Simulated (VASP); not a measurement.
# Ti (Im-3m) in VASP: notebook

Ti is run at these levels: RPBE+D4, revPBE+D4, revPBE; tasks: single point.

Program: VASP 6.6.1. These are calculated values, not measurements. Logs are shortened: lines on timing, memory, paths and dates and some standing lists are left out, and cuts for length are marked.

### Step 1. The cell of the first run

It takes space group Im-3m (No. 229, cubic). Conventional cell: a = 3.254 Å, b = 3.254 Å, c = 3.254 Å, α = 90.00°, β = 90.00°, γ = 90.00°. Within 3.7 Å of Ti (site symmetry m-3m) lie 14 Ti at 2.82 to 3.25 Å.

### Step 2. Single point, RPBE+D4

Input file INCAR:

```
SYSTEM = Ti
  ALGO = Normal
  EDIFF = 1E-6
  ENCUT = 520
  GGA = RP
  ISIF = 2
  ISMEAR = -1
  IVDW = 13
  LASPH = .True.
  LCHARG = .False.
  LREAL = .False.
  LWAVE = .False.
  NBANDS = 12
  NELM = 60
  PREC = Accurate
  SIGMA = 0.05
```

Input file KPOINTS:

```
k-points
0
Gamma
  11 11 11
  0 0 0
```

Input file POSCAR:

```
Ti
1.0
   -1.6272332468      1.6272332468      1.6272332468
    1.6272332468     -1.6272332468      1.6272332468
    1.6272332468      1.6272332468     -1.6272332468
Ti
1
Direct
    0.0000000000      0.0000000000      0.0000000000
```

Potentials or basis: VASP PAW PBE potentials, release 64 (Ti_sv).

Run with:

```sh
cat potpaw_PBE.64/Ti_sv/POTCAR > POTCAR
mpirun -np 1 vasp_std > vasp.out
```

OUTCAR:

```text
SYSTEM = Ti
   EDIFF = 1E-6
   ENCUT = 520
   GGA = RP
   ISIF = 2
   ISMEAR = -1
   IVDW = 13
   LASPH = .True.
   LREAL = .False.
   NELM = 60
   PREC = Accurate

 ion  position               nearest neighbor table
   1  0.000  0.000  0.000-

  LATTYP: Found a body centered cubic cell.
 ALAT       =     3.2544664936

  Lattice vectors:

 A1 = (  -1.6272332468,   1.6272332468,   1.6272332468)
 A2 = (   1.6272332468,  -1.6272332468,   1.6272332468)
 A3 = (   1.6272332468,   1.6272332468,  -1.6272332468)

Analysis of symmetry for initial positions (statically):
=====================================================================
 Subroutine PRICEL returns:
 Original cell was already a primitive cell.

 Routine SETGRP: Setting up the symmetry group for a
 body centered cubic supercell.

 Subroutine GETGRP returns: Found 48 space group operations
[... 9 lines left out ...]

 Routine SETGRP: Setting up the symmetry group for a
 body centered cubic supercell.

 Subroutine GETGRP returns: Found 48 space group operations
[... 11 lines left out ...]
                                     Primitive cell

  volume of cell :      17.2349

  direct lattice vectors                    reciprocal lattice vectors
    -1.627233247  1.627233247  1.627233247     0.000000000  0.307270025  0.307270025
     1.627233247 -1.627233247  1.627233247     0.307270025  0.000000000  0.307270025
     1.627233247  1.627233247 -1.627233247     0.307270025  0.307270025  0.000000000

  length of vectors
     2.818450659  2.818450659  2.818450659     0.434545436  0.434545436  0.434545436

  position of ions in fractional coordinates (direct lattice)
     0.000000000  0.000000000  0.000000000

  ion indices of the primitive-cell ions
   primitive index   ion index
                 1           1

----------------------------------------------------------------------------------------

 KPOINTS: k-points

Automatic generation of k-mesh.
 Grid dimensions read from file:
 generate k-points for:   11   11   11

 Generating k-lattice:

  Cartesian coordinates                     Fractional coordinates (reciprocal lattice)
     0.000000000  0.027933639  0.027933639     0.090909091  0.000000000  0.000000000
     0.027933639  0.000000000  0.027933639     0.000000000  0.090909091  0.000000000
     0.027933639  0.027933639  0.000000000     0.000000000  0.000000000  0.090909091

  Length of vectors
     0.039504131  0.039504131  0.039504131

  Shift w.r.t. Gamma in fractional coordinates (k-lattice)
     0.000000000  0.000000000  0.000000000

 Subroutine IBZKPT returns following result:
 ===========================================

 Found     56 irreducible k-points:

 Following reciprocal coordinates:
            Coordinates               Weight
  0.000000  0.000000  0.000000      1.000000
  0.090909  0.000000  0.000000     12.000000
  0.181818  0.000000  0.000000     12.000000
  0.272727  0.000000  0.000000     12.000000
  0.363636  0.000000  0.000000     12.000000
  0.454545  0.000000  0.000000     12.000000
[... 16 lines left out ...]
  0.272727  0.181818  0.090909     48.000000
  0.363636  0.181818  0.090909     24.000000
 [... further k-points ...]
   k-points           NKPTS =     56   k-points in BZ     NKDIM =     56   number of bands    NBANDS=     12
   number of dos      NEDOS =    301   number of ions     NIONS =      1
   total plane-waves  NPLWV =  13824
   dimension x,y,z NGX =    24 NGY =   24 NGZ =   24
   dimension x,y,z NGXF=    48 NGYF=   48 NGZF=   48
   ions per type =               1
   NGX,Y,Z   is equivalent  to a cutoff of  14.16, 14.16, 14.16 a.u.
   NGXF,Y,Z  is equivalent  to a cutoff of  28.31, 28.31, 28.31 a.u.
 SYSTEM =  Ti
   PREC   = accura    normal or accurate (medium, high low for compatibility)
   ISTART =      0    job   : 0-new  1-cont  2-samecut
   ICHARG =      2    charge: 1-file 2-atom 10-const
   ISPIN  =      1    spin polarized calculation?
   LNONCOLLINEAR =      F non collinear calculations
   LSORBIT =      F    spin-orbit coupling
   LASPH  =      T    aspherical Exc in radial PAW
   ENCUT  =  520.0 eV  38.22 Ry    6.18 a.u.   5.24  5.24  5.24*2*pi/ulx,y,z
   NELM   =     60;   NELMIN=  2; NELMDL= -5     # of ELM steps
   EDIFF  = 0.1E-05   stopping-criterion for ELM
   LREAL  =      F    real-space projection
   EDIFFG = 0.1E-04   stopping-criterion for IOM
   NSW    =      0    number of steps for IOM
   IBRION =     -1    ionic relax: 0-MD 1-quasi-New 2-CG
   NFREE  =      0    steps in history (QN), initial steepest desc. (CG)
   ISIF   =      2    stress and relaxation
   ISYM   =      2    0-nonsym 1-usesym 2-fastsym
   POTIM  = 0.5000    time-step for ionic-motion
   TEBEG  =    0.0;   TEEND  =   0.0 temperature during run
   PSTRESS=    0.0 pullay stress
   NELECT =      12.0000    total number of electrons
   NUPDOWN=      -1.0000    fix difference up-down
   EMIN   =  10.00;   EMAX   =-10.00  energy-range for DOS
   EFERMI =   0.00;   METHOD = LEGACY
   ISMEAR =    -1;   SIGMA  =   0.05  broadening in eV -4-tet -1-fermi 0-gaus
   EFERMI_NEDOS =   21; number of points for ismear=-14 and -15
   IALGO  =     38    algorithm
   IMIX   =      4    mixing-type and parameters
     AMIX     =   0.40;   BMIX     =  1.00
     AMIX_MAG =   1.60;   BMIX_MAG =  1.00
  volume/ion in A,a.u.               =      17.23       116.31
  Fermi-wavevector in a.u.,A,eV,Ry     =   1.450993  2.741980 28.645459  2.105382
  Thomas-Fermi vector in A             =   2.568542
   LORBIT       =      0    0 simple, 1 ext, 2 COOP (PROOUT), +10 PAW based schemes
   GGA     = RP    functional components
   LHFCALC =     F    Hartree Fock is set to
   AEXX    =    0.0000 exact exchange contribution
   IVDW    =    13    specifies the selected vdW correction
   LEPSILON=     F    determine dielectric tensor
   LRPA    =     F    only Hartree local field effects (RPA)
 non-spin polarized calculation
  energy-cutoff  :      520.00
  volume of cell :       17.23
 maximum number of plane-waves:       474
 NGX is ok and might be reduce to    24
   NGX = 11   NGY = 11   NGZ = 11

 number of electron      11.9999997 magnetization

 Free energy of the ion-electron system (eV)
  ---------------------------------------------------
  ext. energy  EPLUGINS =         0.00000000
  ---------------------------------------------------
  free energy    TOTEN  =        -7.32571268 eV

  energy without entropy =       -7.30382016  energy(sigma->0) =       -7.31476642

 E-fermi :   8.2784     XC(G=0): -11.4216

 val. band max:        8.2687410441   @ k =   0.1818   0.0909   0.0909
 cond. band min:       8.2791727179   @ k =  -0.4545  -0.4545   0.0909
 fundamental gap:      0.0104316737
 Fermi energy:         8.2784055195

 k-point     1 :       0.0000    0.0000    0.0000
  band No.  band energies     occupation
      1     -48.3711      2.00000
      2     -24.1523      2.00000
      3     -24.1523      2.00000
      4     -24.1523      2.00000
      5       2.2900      2.00000
      6       9.2954      0.00000
      7       9.2954      0.00000
      8       9.2954      0.00000
      9      11.0611      0.00000
     10      11.0611      0.00000
     11      25.7096      0.00000
     12      25.7096      0.00000

 k-point     2 :       0.0909    0.0000    0.0000
  band No.  band energies     occupation
      1     -48.3606      2.00000
      2     -24.2088      2.00000
      3     -24.1697      2.00000
      4     -24.1527      2.00000
      5       2.5730      2.00000
      6       9.1671      0.00000
      7       9.2527      0.00000
      8       9.5009      0.00000
      9      10.9207      0.00000
     10      11.0695      0.00000
     11      25.2620      0.00000
     12      25.6535      0.00000

 k-point     3 :       0.1818    0.0000    0.0000
  band No.  band energies     occupation
      1     -48.3323      2.00000
      2     -24.3582      2.00000
      3     -24.2159      2.00000
      4     -24.1536      2.00000
      5       3.3661      2.00000
      6       8.8402      0.00003
      7       9.0270      0.00000
      8      10.0850      0.00000
      9      10.7442      0.00000
     10      11.1065      0.00000
     11      23.8007      0.00000
     12      25.0223      0.00000

 k-point     4 :       0.2727    0.0000    0.0000
  band No.  band energies     occupation
      1     -48.2951      2.00000
      2     -24.5496      2.00000
      3     -24.2760      2.00000
      4     -24.1549      2.00000
      5       4.4694      2.00000
      6       8.4450      0.06897
      7       8.6708      0.00078
      8      10.8065      0.00000
      9      10.9423      0.00000
     10      11.1893      0.00000
     11      21.5043      0.00000
     12      23.7289      0.00000

 k-point     5 :       0.3636    0.0000    0.0000
  band No.  band energies     occupation
      1     -48.2607      2.00000
      2     -24.7216      2.00000
      3     -24.3306      2.00000
      4     -24.1562      2.00000
      5       5.4220      2.00000
      6       8.1091      1.93450
      7       8.7016      0.00042
      8      10.9757      0.00000
      9      11.3038      0.00000
     10      11.8631      0.00000
     11      19.0856      0.00000
     12      22.5065      0.00000
[... 228 lines left out ...]
      1     -48.3503      2.00000
      2     -24.2280      2.00000
      3     -24.1873      2.00000
      4     -24.1873      2.00000
      5       2.8487      2.00000
      6       9.2523      0.00000
      7       9.2523      0.00000
      8       9.5024      0.00000
      9      10.5782      0.00000
     10      11.2340      0.00000
     11      24.7594      0.00000
     12      26.1096      0.00000

 k-point    22 :       0.1818    0.1818    0.0909
  band No.  band energies     occupation
      1     -48.2581      2.00000
      2     -24.6773      2.00000
      3     -24.3213      2.00000
      4     -24.2402      2.00000
      5       6.0037      2.00000
      6       7.8720      1.99941
      7       7.9947      1.99315
      8      11.0713      0.00000
      9      11.3178      0.00000
     10      12.7543      0.00000
     11      20.4574      0.00000
     12      20.6839      0.00000

 k-point    23 :       0.2727    0.1818    0.0909
  band No.  band energies     occupation
      1     -48.2379      2.00000
      2     -24.7097      2.00000
      3     -24.4108      2.00000
      4     -24.2564      2.00000
      5       6.7145      2.00000
      6       7.7185      1.99997
      7       8.0544      1.97759
      8      11.1880      0.00000
      9      11.4172      0.00000
     10      13.9067      0.00000
     11      18.2225      0.00000
     12      19.7909      0.00000

 k-point    24 :       0.3636    0.1818    0.0909
  band No.  band energies     occupation
      1     -48.2304      2.00000
      2     -24.7114      2.00000
      3     -24.4560      2.00000
      4     -24.2609      2.00000
      5       6.8131      2.00000
      6       7.6852      1.99999
      7       8.3172      0.63041
      8      11.2497      0.00000
      9      11.4450      0.00000
     10      14.6526      0.00000
     11      16.9596      0.00000
     12      19.4840      0.00000

 [... further k-points ...]

------------------------ aborting loop because EDIFF is reached ----------------------------------------

  DFT-D4 for vdW energy calculation

  Edisp (eV):   -0.36575

  FORCE on cell =-STRESS in cart. coord.  units (eV):
  Direction    XX          YY          ZZ          XY          YZ          ZX
  --------------------------------------------------------------------------------------
  -------------------------------------------------------------------------------------
  Total      -0.02656    -0.02656    -0.02656    -0.00000     0.00000     0.00000
  in kB      -2.46892    -2.46892    -2.46892    -0.00000     0.00000     0.00000
  external pressure =       -2.47 kB  Pullay stress =        0.00 kB

 VOLUME and BASIS-vectors are now :
 -----------------------------------------------------------------------------
  energy-cutoff  :      520.00
  volume of cell :       17.23
      direct lattice vectors                 reciprocal lattice vectors
    -1.627233247  1.627233247  1.627233247     0.000000000  0.307270025  0.307270025
     1.627233247 -1.627233247  1.627233247     0.307270025  0.000000000  0.307270025
     1.627233247  1.627233247 -1.627233247     0.307270025  0.307270025  0.000000000

 POSITION                                       TOTAL-FORCE (eV/Angst)
 -----------------------------------------------------------------------------------
      0.00000      0.00000      0.00000         0.000000     -0.000000      0.000000
 -----------------------------------------------------------------------------------
    total drift:                                0.000000      0.000000      0.000000

  FREE ENERGIE OF THE ION-ELECTRON SYSTEM (eV)
  ---------------------------------------------------
  free  energy   TOTEN  =        -7.6914607373 eV

  energy  without entropy=       -7.6695682104  energy(sigma->0) =       -7.68051447
```

Wall time 17 s (1 thread of Intel Xeon 8259CL, shared host); peak memory 0.14 GiB.

Results:

| Property | Result |
| --- | --- |
| Free energy | -7.6915 eV |
| Pressure | -0.2 GPa |
| Band gap on the k mesh | zero (band 6 reaches 9.30 eV, above the bottom of band 7 at 7.68 eV) |
| Dispersion energy per atom | -0.366 eV |

Caveat: the PAW data sets were made with another functional, which shifts forces and pressure a little; pairwise dispersion overbinds metals, which lowers pressure and volume.

### Step 3. Single point, revPBE+D4

This run uses another cell than the first one, of 17.15 Å³/atom, 0.995 times its volume.

Input file INCAR:

```
PREC = Accurate
ENCUT = 520
EDIFF = 1E-7
ISMEAR = -1
SIGMA = 0.05
LREAL = False
LASPH = True
NELM = 60
ALGO = Normal
ISIF = 2
LWAVE = False
LCHARG = False
GGA = RE
IVDW = 13
NBANDS = 12
```

Input file KPOINTS:

```
regular mesh
0
Gamma
  11 11 11
```

Input file POSCAR:

```
Ti
1.0
   -1.6246228651      1.6246228651      1.6246228651
    1.6246228651     -1.6246228651      1.6246228651
    1.6246228651      1.6246228651     -1.6246228651
Ti
1
Direct
    0.0000000000      0.0000000000      0.0000000000
```

Potentials or basis: VASP PAW PBE potentials, release 64 (Ti_sv).

Run with:

```sh
cat potpaw_PBE.64/Ti_sv/POTCAR > POTCAR
mpirun -np 1 vasp_std > vasp.out
```

Wall time 20 s (1 thread of Intel Xeon 8259CL, shared host); peak memory 0.14 GiB.

The run converged. Its results:

- Free energy: -7.7194 eV
- Pressure: -0.3 GPa
- Band gap on the k mesh: zero (band 6 reaches 9.32 eV, above the bottom of band 7 at 7.70 eV)
- Dispersion energy per atom: -0.311 eV

Levels at points of the mesh, in eV from the Fermi level:
```
           k point  band 2  band 3  band 4  band 5  band 6  band 7  band 8  band 9  band 10  band 11
(0.00, 0.00, 0.00)  -32.39  -32.39  -32.39   -5.99    1.02    1.02    1.02    2.80     2.80    17.48
```

Caveat: the PAW data sets were made with another functional, which shifts forces and pressure a little; pairwise dispersion overbinds metals, which lowers pressure and volume.

### Step 4. Single point, revPBE

This run uses another cell than the first one, of 17.68 Å³/atom, 1.026 times its volume.

Changes to INCAR since step 3:

```diff
@@ -2,3 +2,3 @@
 ENCUT = 520
-EDIFF = 1E-7
+EDIFF = 1E-6
 ISMEAR = -1
@@ -13,3 +13,2 @@
 GGA = RE
-IVDW = 13
 NBANDS = 12
```

KPOINTS is that of step 3.

Input file POSCAR:

```
Ti
1.0
   -1.6410000000      1.6410000000      1.6410000000
    1.6410000000     -1.6410000000      1.6410000000
    1.6410000000      1.6410000000     -1.6410000000
Ti
1
Direct
    0.0000000000      0.0000000000      0.0000000000
```

Run with:

```sh
cat potpaw_PBE.64/Ti_sv/POTCAR > POTCAR
mpirun -np 1 vasp_std > vasp.out
```

Run time: 18 s. Hardware: 1 thread of Intel Xeon 8259CL, shared host; peak memory 0.14 GiB.

The run converged. Its results:

```yaml
Free_energy: -7.4123 eV
Pressure: -0.4 GPa
Band_gap_on_the_k_mesh: zero (band 6 reaches 8.98 eV, above the bottom of band 7 at 7.41 eV)
```

Levels at points of the mesh, in eV from the Fermi level:
| k point | band 3 | band 4 | band 5 | band 6 | band 7 | band 8 | band 9 | band 10 |
| --- | --- | --- | --- | --- | --- | --- | --- | --- |
| (0.00, 0.00, 0.00) | -32.49 | -32.49 | -5.93 | 0.99 | 0.99 | 0.99 | 2.70 | 2.70 |

Caveat: the PAW data sets were made with another functional, which shifts forces and pressure a little.

### Step 5. Overview

| level | cell | gap on the mesh (eV) | pressure (GPa) |
| --- | --- | --- | --- |
| RPBE+D4 | a = 2.818 Å, angles 109.5°, 1 atom | none | -0.2 |
| revPBE+D4 | a = 2.814 Å, angles 109.5°, 1 atom | none | -0.3 |
| revPBE | a = 2.842 Å, angles 109.5°, 1 atom | none | -0.4 |

Alike in all rows: task single point; potentials or basis VASP PAW PBE potentials, release 64 (Ti_sv); no spin polarisation; k mesh 11 × 11 × 11; cutoff (eV) 520; smearing fermi-dirac 0.05 eV.

Caveats: the PAW data sets were made with another functional, which shifts forces and pressure a little; pairwise dispersion overbinds metals, which lowers pressure and volume (some runs).

Absolute energies hang on the potentials; compare differences alone.
